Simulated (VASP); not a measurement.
# BaTe: single point with r2SCAN

The system is BaTe.

```
Ba Te
1.0
     5.97218    0.00000    0.00000
    -2.98609    5.17206    0.00000
     0.00000    0.00000    7.00369
Ba Te
2 2
Cartesian
  0.0000 3.4480 -0.4377
  2.9861 1.7240 3.0641
  0.0000 3.4480 3.0641
  2.9861 1.7240 6.5660
```

```
Program             : VASP 6.6.1
Task                : single point
Functional          : r2SCAN
Potentials or basis : VASP PAW PBE potentials, release 64 (Ba_sv, Te)
Cutoff              : 520 eV
k mesh              : 6 × 6 × 4
Occupations         : gaussian, width 0.01 eV
Spin                : no spin polarisation
```

```
Pressure               : 0.2 GPa
Band gap on the k mesh : 2.24 eV, indirect (least direct gap 2.53 eV)
```

Stress tensor (GPa, compression positive):
```
0.18 0.00 0.00
0.00 0.18 0.00
0.00 0.00 0.29
```

Levels at points of the mesh, in eV from the valence-band top:
| k point | band 14 | band 15 | band 16 | band 17 | band 18 | band 19 |
| --- | --- | --- | --- | --- | --- | --- |
| (0.00, 0.00, 0.00) | -0.93 | -0.93 | 0.00 | 2.69 | 3.18 | 3.18 |
| (0.50, 0.00, 0.00) | -0.76 | -0.52 | -0.39 | 2.72 | 3.07 | 3.25 |
| (0.00, 0.00, 0.50) | -1.08 | -1.08 | -1.08 | 3.52 | 3.52 | 4.69 |
| (0.50, 0.00, 0.50) | -0.91 | -0.74 | -0.74 | 3.43 | 3.43 | 4.30 |

Run time: 13 min on 1 thread of Oxide Virtual Turin-like Processor (shared host), peak memory 0.41 GiB.

Caveat: the PAW data sets were made with another functional, which shifts forces and pressure a little; spin-orbit coupling is left out, which moves the levels of the heavy elements. A k mesh can miss the band edges.
